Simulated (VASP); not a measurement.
# C (Cmme) in VASP: a series of runs

C is run at these levels: PBEsol; tasks: single point.

All numbers are computed with VASP 6.6.1; they aren't measurements. Logs are shortened: lines on timing, memory, paths and dates and some standing lists are left out, and cuts for length are marked.

### 1 The cell of the first run

The typed cell holds 4 atoms: a = 2.588 Å, b = 2.588 Å, c = 7.378 Å, α = 90.00°, β = 90.00°, γ = 118.89°.

### 2 Single point, PBEsol (normal strain along x +0.0700, normal strain along y +0.0467)

INCAR

```
ALGO = Normal
EDIFF = 1E-6
ENCUT = 520
GGA = PS
ISIF = 2
ISMEAR = 0
LASPH = T
LCHARG = F
LREAL = F
LWAVE = F
NBANDS = 16
NELM = 60
PREC = Accurate
SIGMA = 0.15
```

KPOINTS

```
k-points
0
Gamma
  18 18 6
```

POSCAR

```
C
1.0
    1.3155378420     -2.2285132197      0.0000000000
    1.3155378420      2.2285132197      0.0000000000
    0.0000000000      0.0000000000      7.3778182888
C
4
Direct
    0.0833216498      0.9166783502      0.7498439858
    0.5833216498      0.4166783502      0.2501560142
    0.9166783502      0.0833216498      0.2501560142
    0.4166783502      0.5833216498      0.7498439858
```

Potentials or basis: VASP PAW PBE potentials, release 64 (C).

Launch:

```console
cat potpaw_PBE.64/C/POTCAR > POTCAR
mpirun -np 1 vasp_std > vasp.out
```

OUTCAR:

```text
EDIFF = 1E-6
   ENCUT = 520
   GGA = PS
   ISIF = 2
   ISMEAR = 0
   LASPH = T
   LREAL = F
   NELM = 60
   PREC = Accurate

 ion  position               nearest neighbor table
   1  0.083  0.917  0.750-   4 1.49   4 1.51   4 1.51
   2  0.583  0.417  0.250-   3 1.49   3 1.51   3 1.51
   3  0.917  0.083  0.250-   2 1.49   2 1.51   2 1.51
   4  0.417  0.583  0.750-   1 1.49   1 1.51   1 1.51

  LATTYP: Found a base centered orthorhombic cell.
 ALAT       =     2.6310756840
 B/A-ratio  =     1.6939940065
 C/A-ratio  =     2.8041072074

  Lattice vectors:

 A1 = (   1.3155378420,  -2.2285132197,   0.0000000000)
 A2 = (   1.3155378420,   2.2285132197,   0.0000000000)
 A3 = (   0.0000000000,   0.0000000000,   7.3778182888)

Analysis of symmetry for initial positions (statically):
=====================================================================
 Subroutine PRICEL returns:
 Original cell was already a primitive cell.

 Routine SETGRP: Setting up the symmetry group for a
 base centered orthorhombic supercell.

 Subroutine GETGRP returns: Found  8 space group operations
 (whereof  4 operations were pure point group operations)
 out of a pool of  8 trial point group operations.

The static configuration has the point symmetry C_2h.
 The point group associated with its full space group is D_2h.

Analysis of symmetry for dynamics (positions and initial velocities):
=====================================================================
 Subroutine PRICEL returns:
 Original cell was already a primitive cell.

 Routine SETGRP: Setting up the symmetry group for a
 base centered orthorhombic supercell.

 Subroutine GETGRP returns: Found  8 space group operations
 (whereof  4 operations were pure point group operations)
 out of a pool of  8 trial point group operations.

The dynamic configuration has the point symmetry C_2h.
 The point group associated with its full space group is D_2h.

 Subroutine INISYM returns: Found  8 space group operations
 (whereof  4 operations are pure point group operations),
 and found     1 'primitive' translations

----------------------------------------------------------------------------------------

                                     Primitive cell

  volume of cell :      43.2590

[... 86 lines left out ...]
   ISPIN  =      1    spin polarized calculation?
   LNONCOLLINEAR =      F non collinear calculations
   LSORBIT =      F    spin-orbit coupling
   LASPH  =      T    aspherical Exc in radial PAW
   ENCUT  =  520.0 eV  38.22 Ry    6.18 a.u.   4.81  4.81 13.72*2*pi/ulx,y,z
   NELM   =     60;   NELMIN=  2; NELMDL= -5     # of ELM steps
   EDIFF  = 0.1E-05   stopping-criterion for ELM
   LREAL  =      F    real-space projection
   EDIFFG = 0.1E-04   stopping-criterion for IOM
   NSW    =      0    number of steps for IOM
   IBRION =     -1    ionic relax: 0-MD 1-quasi-New 2-CG
   NFREE  =      0    steps in history (QN), initial steepest desc. (CG)
   ISIF   =      2    stress and relaxation
   ISYM   =      2    0-nonsym 1-usesym 2-fastsym
   POTIM  = 0.5000    time-step for ionic-motion
   TEBEG  =    0.0;   TEEND  =   0.0 temperature during run
   PSTRESS=    0.0 pullay stress
   NELECT =      16.0000    total number of electrons
   NUPDOWN=      -1.0000    fix difference up-down
   EMIN   =  10.00;   EMAX   =-10.00  energy-range for DOS
   EFERMI =   0.00;   METHOD = LEGACY
   ISMEAR =     0;   SIGMA  =   0.15  broadening in eV -4-tet -1-fermi 0-gaus
   EFERMI_NEDOS =   21; number of points for ismear=-14 and -15
   IALGO  =     38    algorithm
   IMIX   =      4    mixing-type and parameters
     AMIX     =   0.40;   BMIX     =  1.00
     AMIX_MAG =   1.60;   BMIX_MAG =  1.00
  volume/ion in A,a.u.               =      10.81        72.98
  Fermi-wavevector in a.u.,A,eV,Ry     =   1.175139  2.220691 18.788995  1.380952
  Thomas-Fermi vector in A             =   2.311525
   LORBIT       =      0    0 simple, 1 ext, 2 COOP (PROOUT), +10 PAW based schemes
   GGA     = PS    functional components
   LHFCALC =     F    Hartree Fock is set to
   AEXX    =    0.0000 exact exchange contribution
   IVDW    =     0    specifies the selected vdW correction
   LEPSILON=     F    determine dielectric tensor
   LRPA    =     F    only Hartree local field effects (RPA)
 non-spin polarized calculation
 Gauss-broadening in eV      SIGMA  =   0.15
  energy-cutoff  :      520.00
  volume of cell :       43.26
 maximum number of plane-waves:      1188
   NGX =  9   NGY =  9   NGZ = 27

 number of electron      15.9999998 magnetization

 Free energy of the ion-electron system (eV)
  ---------------------------------------------------
  ext. energy  EPLUGINS =         0.00000000
  ---------------------------------------------------
  free energy    TOTEN  =       -37.77398575 eV

  energy without entropy =      -37.77303678  energy(sigma->0) =      -37.77351126

 E-fermi :   2.8645     XC(G=0):  -9.5770

 val. band max:        2.8493479974   @ k =   0.3333   0.3333   0.3333
 cond. band min:       2.8705769208   @ k =   0.3333   0.3333   0.3333
 fundamental gap:      0.0212289233
 Fermi energy:         2.8645398571

 k-point     1 :       0.0000    0.0000    0.0000
  band No.  band energies     occupation
      1     -15.3740      2.00000
      2     -15.2181      2.00000
      3      -4.3090      2.00000
      4      -3.0115      2.00000
      5      -0.1369      2.00000
      6      -0.1178      2.00000
[... 433 lines left out ...]
      3      -3.3011      2.00000
      4      -3.0133      2.00000
      5      -2.9780      2.00000
      6      -2.0660      2.00000
[... 8 lines left out ...]
     15      12.2946      0.00000
     16      12.6095      0.00000

 [... further k-points ...]
[... 5 lines left out ...]
  --------------------------------------------------------------------------------------
  -------------------------------------------------------------------------------------
  Total      -15.2709032    -11.6518222      0.0041948      0.0000000      0.0000000      0.0000000
  in kB     -565.5861889   -431.5468207      0.1553638      0.0000000      0.0000000      0.0000000
  external PRESSURE =    -332.3258819 kB  Pullay stress =       0.0000000 kB

 VOLUME and BASIS-vectors are now :
 -----------------------------------------------------------------------------
  energy-cutoff  :      520.00
  volume of cell :       43.26
      direct lattice vectors                 reciprocal lattice vectors
     1.315537842 -2.228513220  0.000000000     0.380072685 -0.224364835  0.000000000
     1.315537842  2.228513220  0.000000000     0.380072685  0.224364835  0.000000000
     0.000000000  0.000000000  7.377818289     0.000000000  0.000000000  0.135541424

 POSITION                                       TOTAL-FORCE (eV/Angst)
 -----------------------------------------------------------------------------------
      1.31554      1.85715      5.53221         0.000000      0.005085      0.000164
      1.31554     -0.37137      1.84561         0.000000      0.005085     -0.000164
      1.31554     -1.85715      1.84561         0.000000     -0.005085     -0.000164
      1.31554      0.37137      5.53221         0.000000     -0.005085      0.000164
 -----------------------------------------------------------------------------------
    total drift:                                0.000000      0.000000     -0.000000

  FREE ENERGIE OF THE ION-ELECTRON SYSTEM (eV)
  ---------------------------------------------------
  free  energy   TOTEN  =       -37.7739857495 eV

  energy  without entropy=      -37.7730367770  energy(sigma->0) =      -37.77351126
```

OSZICAR:

```text
N       E                     dE             d eps       ncg     rms          rms(c)
DAV:   1     0.343801458704E+02    0.34380E+02   -0.75373E+03 11664   0.897E+02
DAV:   2    -0.359421880408E+02   -0.70322E+02   -0.63988E+02 16744   0.180E+02
DAV:   3    -0.391173603958E+02   -0.31752E+01   -0.31578E+01 15008   0.362E+01
DAV:   4    -0.391506499000E+02   -0.33290E-01   -0.33240E-01 15200   0.434E+00
DAV:   5    -0.391512710631E+02   -0.62116E-03   -0.62108E-03 14688   0.573E-01    0.726E+00
DAV:   6    -0.381149939655E+02    0.10363E+01   -0.71546E-01 14056   0.499E+00    0.422E+00
DAV:   7    -0.377706101781E+02    0.34438E+00   -0.89723E-01 14712   0.569E+00    0.913E-01
DAV:   8    -0.377740379597E+02   -0.34278E-02   -0.38812E-02 13952   0.115E+00    0.117E-01
DAV:   9    -0.377737754856E+02    0.26247E-03   -0.91068E-04 15304   0.198E-01    0.609E-02
DAV:  10    -0.377739863783E+02   -0.21089E-03   -0.34708E-04 12824   0.107E-01    0.406E-02
DAV:  11    -0.377739844562E+02    0.19221E-05   -0.11953E-05 15504   0.227E-02    0.838E-03
DAV:  12    -0.377739856434E+02   -0.11872E-05   -0.14775E-06 13072   0.862E-03    0.748E-04
DAV:  13    -0.377739857495E+02   -0.10601E-06   -0.12351E-07 11800   0.237E-03
   1 F= -.37773986E+02 E0= -.37773511E+02  d E =-.948972E-03
```

Run time: 4.2 min. Hardware: 1 thread of Intel Xeon 8259CL, shared host; peak memory 0.29 GiB.

What came out:

```yaml
Free_energy: -37.7740 eV
Pressure: -33.2 GPa
Largest_force: 0.005 eV/Å
```

Forces in eV/Å, atoms in the order of the input:
```
C    0.000  0.005  0.000
C    0.000  0.005  0.000
C    0.000 -0.005  0.000
C    0.000 -0.005  0.000
```

Stress tensor (GPa, compression positive):
```
-56.56   0.00   0.00
  0.00 -43.15   0.00
  0.00   0.00   0.02
```

Caveat: the cell differs from its parent crystal (normal strain along x +0.0700, normal strain along y +0.0467); the cell stands under tension; this functional lacks dispersion, which binds the layers, so the pressure and a relaxed spacing across them are unreliable; the PAW data sets were made with another functional, which shifts forces and pressure a little.

### 3 Single point, PBEsol (normal strain along x +0.0233, normal strain along y -0.0233)

INCAR

```
SYSTEM = C
PREC = Accurate
ENCUT = 520
EDIFF = 1E-6
ISMEAR = 0
SIGMA = 0.15
LREAL = .False.
LASPH = .True.
NELM = 80
ALGO = Normal
ISIF = 2
LWAVE = .False.
LCHARG = .False.
GGA = PS
NBANDS = 16
```

KPOINTS

```
regular mesh
0
Gamma
  18 18 6
  0 0 0
```

POSCAR: that of step 2 with these lines changed.

```diff
@@ -2,4 +2,4 @@
 1.0
-    1.3155378420     -2.2285132197      0.0000000000
-    1.3155378420      2.2285132197      0.0000000000
+    1.2581213773     -2.0794772730      0.0000000000
+    1.2581213773      2.0794772730      0.0000000000
     0.0000000000      0.0000000000      7.3778182888
```

Potentials or basis: VASP PAW PBE potentials, release 64 (C).

Launch:

```console
cat potpaw_PBE.64/C/POTCAR > POTCAR
mpirun -np 1 vasp_std > vasp.out
```

Wall time 70 s (1 thread of Intel Xeon 6975P-C (Granite Rapids), shared host); peak memory 0.26 GiB.

The run converged. Its results:

* Free energy: -38.4691 eV
* Pressure: 1.4 GPa
* Largest force: 0.647 eV/Å

Forces in eV/Å, atoms in the order of the input:
```
C    0.000  0.647  0.000
C    0.000  0.647  0.000
C    0.000 -0.647  0.000
C    0.000 -0.647  0.000
```

Stress tensor (GPa, compression positive):
```
-17.29   0.00   0.00
  0.00  21.49   0.00
  0.00   0.00  -0.06
```

Caveat: the cell differs from its parent crystal (normal strain along x +0.0233, normal strain along y -0.0233); this functional lacks dispersion, which binds the layers, so the pressure and a relaxed spacing across them are unreliable; the PAW data sets were made with another functional, which shifts forces and pressure a little.

### 4 Single point, PBEsol (normal strain along x -0.0233, normal strain along y +0.0233)

INCAR

```
SYSTEM = C
ALGO = Normal
EDIFF = 1E-6
ENCUT = 520
GGA = PS
ISIF = 2
ISMEAR = 0
LASPH = .True.
LCHARG = .True.
LELF = .True.
LREAL = .False.
LVHAR = .True.
LWAVE = .False.
NBANDS = 16
NELM = 100
PREC = Accurate
SIGMA = 0.15
```

KPOINTS

```
k-points
0
Gamma
  18 18 6
  0 0 0
```

POSCAR: that of step 3 with these lines changed.

```diff
@@ -2,4 +2,4 @@
 1.0
-    1.2581213773     -2.0794772730      0.0000000000
-    1.2581213773      2.0794772730      0.0000000000
+    1.2008278601     -2.1786926318      0.0000000000
+    1.2008278601      2.1786926318      0.0000000000
     0.0000000000      0.0000000000      7.3778182888
```

Launch:

```console
cat potpaw_PBE.64/C/POTCAR > POTCAR
mpirun -np 1 vasp_std > vasp.out
```

Run time: 80 s. Hardware: 1 thread of Intel Xeon 6975P-C (Granite Rapids), shared host; peak memory 0.27 GiB.

The run converged. Its results:

```yaml
Free_energy: -38.4695 eV
Pressure: 1.4 GPa
Largest_force: 0.513 eV/Å
```

Forces in eV/Å, atoms in the order of the input:
```
C    0.000 -0.513  0.000
C    0.000 -0.513  0.000
C    0.000  0.513  0.000
C    0.000  0.513  0.000
```

Stress tensor (GPa, compression positive):
```
 21.30   0.00   0.00
  0.00 -17.24   0.00
  0.00   0.00   0.02
```

Caveat: the cell differs from its parent crystal (normal strain along x -0.0233, normal strain along y +0.0233); this functional lacks dispersion, which binds the layers, so the pressure and a relaxed spacing across them are unreliable; the PAW data sets were made with another functional, which shifts forces and pressure a little.

### 5 Single point, PBEsol (normal strain along x -0.0467, normal strain along y +0.0467)

INCAR

```
PREC = Accurate ; ENCUT = 520
EDIFF = 1E-7 ; ISMEAR = 0
SIGMA = 0.15 ; LREAL = False
LASPH = True ; NELM = 80
ALGO = Normal ; ISIF = 2
LWAVE = False ; LCHARG = False
GGA = PS ; NBANDS = 16
```

KPOINTS

```
Automatic mesh
0
Gamma
  18 18 6
```

POSCAR: that of step 4 with these lines changed.

```diff
@@ -2,4 +2,4 @@
 1.0
-    1.2008278601     -2.1786926318      0.0000000000
-    1.2008278601      2.1786926318      0.0000000000
+    1.1720581540     -2.2285132197      0.0000000000
+    1.1720581540      2.2285132197      0.0000000000
     0.0000000000      0.0000000000      7.3778182888
```

Potentials or basis: VASP PAW PBE potentials, release 64 (C).

Launch:

```console
cat potpaw_PBE.64/C/POTCAR > POTCAR
mpirun -np 1 vasp_std > vasp.out
```

OUTCAR:

```text
PREC = Accurate
   ENCUT = 520
   EDIFF = 1E-7
   ISMEAR = 0
   LREAL = False
   LASPH = True
   NELM = 80
   ISIF = 2
   GGA = PS

 ion  position               nearest neighbor table
   1  0.083  0.917  0.750-   4 1.39   4 1.39   4 1.49
   2  0.583  0.417  0.250-   3 1.39   3 1.39   3 1.49
   3  0.917  0.083  0.250-   2 1.39   2 1.39   2 1.49
   4  0.417  0.583  0.750-   1 1.39   1 1.39   1 1.49

  LATTYP: Found a base centered orthorhombic cell.
 ALAT       =     2.3441163080
 B/A-ratio  =     1.9013674467
 C/A-ratio  =     3.1473772285

  Lattice vectors:

 A1 = (   1.1720581540,  -2.2285132197,   0.0000000000)
 A2 = (   1.1720581540,   2.2285132197,   0.0000000000)
 A3 = (   0.0000000000,   0.0000000000,   7.3778182888)

Analysis of symmetry for initial positions (statically):
=====================================================================
 Subroutine PRICEL returns:
 Original cell was already a primitive cell.

 Routine SETGRP: Setting up the symmetry group for a
 base centered orthorhombic supercell.

[... 168 lines left out ...]
  free energy    TOTEN  =       -38.14013905 eV

  energy without entropy =      -38.14012057  energy(sigma->0) =      -38.14012981

 E-fermi :   3.9547     XC(G=0):  -9.8922

 val. band max:        3.7061396252   @ k =   0.3333   0.3333   0.0000
 cond. band min:       4.2599511131   @ k =   0.3333   0.2778   0.0000
 fundamental gap:      0.5538114880
 Fermi energy:         3.9546898488

 k-point     1 :       0.0000    0.0000    0.0000
  band No.  band energies     occupation
      1     -15.7801      2.00000
      2     -15.6392      2.00000
      3      -4.4311      2.00000
      4      -3.2272      2.00000
      5       0.5633      2.00000
      6       0.5807      2.00000
[... 433 lines left out ...]
      3      -3.2640      2.00000
      4      -2.1127      2.00000
      5      -1.7428      2.00000
      6      -1.7377      2.00000
[... 8 lines left out ...]
     15      15.6534      0.00000
     16      15.6786      0.00000

 [... further k-points ...]
[... 5 lines left out ...]
  --------------------------------------------------------------------------------------
  -------------------------------------------------------------------------------------
  Total       10.5726189     -8.1500372      0.0067781      0.0000000      0.0000000      0.0000000
  in kB      439.5121000   -338.8034689      0.2817723      0.0000000      0.0000000      0.0000000
  external PRESSURE =      33.6634678 kB  Pullay stress =       0.0000000 kB

 VOLUME and BASIS-vectors are now :
 -----------------------------------------------------------------------------
  energy-cutoff  :      520.00
  volume of cell :       38.54
      direct lattice vectors                 reciprocal lattice vectors
     1.172058154 -2.228513220  0.000000000     0.426599993 -0.224364835  0.000000000
     1.172058154  2.228513220  0.000000000     0.426599993  0.224364835  0.000000000
     0.000000000  0.000000000  7.377818289     0.000000000  0.000000000  0.135541424

 POSITION                                       TOTAL-FORCE (eV/Angst)
 -----------------------------------------------------------------------------------
      1.17206      1.85715      5.53221         0.000000     -0.951605      0.000153
      1.17206     -0.37137      1.84561         0.000000     -0.951605     -0.000153
      1.17206     -1.85715      1.84561         0.000000      0.951605     -0.000153
      1.17206      0.37137      5.53221         0.000000      0.951605      0.000153
 -----------------------------------------------------------------------------------
    total drift:                                0.000000      0.000000     -0.000000

  FREE ENERGIE OF THE ION-ELECTRON SYSTEM (eV)
  ---------------------------------------------------
  free  energy   TOTEN  =       -38.1401390455 eV

  energy  without entropy=      -38.1401205706  energy(sigma->0) =      -38.14012981
```

OSZICAR:

```text
N       E                     dE             d eps       ncg     rms          rms(c)
DAV:   1     0.363704790235E+02    0.36370E+02   -0.78140E+03 11672   0.912E+02
DAV:   2    -0.376877351685E+02   -0.74058E+02   -0.67403E+02 16392   0.190E+02
DAV:   3    -0.406808113977E+02   -0.29931E+01   -0.29768E+01 15216   0.362E+01
DAV:   4    -0.407075008435E+02   -0.26689E-01   -0.26679E-01 14664   0.410E+00
DAV:   5    -0.407079334194E+02   -0.43258E-03   -0.43256E-03 15032   0.498E-01    0.924E+00
DAV:   6    -0.387554913196E+02    0.19524E+01   -0.13541E+00 13888   0.736E+00    0.533E+00
DAV:   7    -0.381322769426E+02    0.62321E+00   -0.16394E+00 14536   0.818E+00    0.140E+00
DAV:   8    -0.381413850945E+02   -0.91082E-02   -0.82643E-02 13568   0.175E+00    0.286E-01
DAV:   9    -0.381398570671E+02    0.15280E-02   -0.25026E-03 14936   0.352E-01    0.111E-01
DAV:  10    -0.381401190403E+02   -0.26197E-03   -0.68809E-04 12760   0.161E-01    0.746E-02
DAV:  11    -0.381401370724E+02   -0.18032E-04   -0.25463E-05 14600   0.346E-02    0.166E-02
DAV:  12    -0.381401381915E+02   -0.11191E-05   -0.16052E-06 13880   0.881E-03    0.353E-03
DAV:  13    -0.381401391200E+02   -0.92854E-06   -0.86183E-07 13432   0.625E-03    0.867E-04
DAV:  14    -0.381401389931E+02    0.12687E-06   -0.47677E-08 12464   0.145E-03    0.103E-03
DAV:  15    -0.381401390455E+02   -0.52324E-07   -0.40784E-09  7496   0.502E-04
   1 F= -.38140139E+02 E0= -.38140130E+02  d E =-.184749E-04
```

Run time: 88 s. Hardware: 1 thread of Intel Xeon 6975P-C (Granite Rapids), shared host; peak memory 0.27 GiB.

What came out:

* Free energy: -38.1401 eV
* Pressure: 3.4 GPa
* Largest force: 0.952 eV/Å

Forces in eV/Å, atoms in the order of the input:
```
C    0.000 -0.952  0.000
C    0.000 -0.952  0.000
C    0.000  0.952  0.000
C    0.000  0.952  0.000
```

Stress tensor (GPa, compression positive):
```
 43.95   0.00   0.00
  0.00 -33.88   0.00
  0.00   0.00   0.03
```

Caveat: the cell differs from its parent crystal (normal strain along x -0.0467, normal strain along y +0.0467); the cell stands under pressure; this functional lacks dispersion, which binds the layers, so the pressure and a relaxed spacing across them are unreliable; the PAW data sets were made with another functional, which shifts forces and pressure a little.

[end of part 1 of 2]
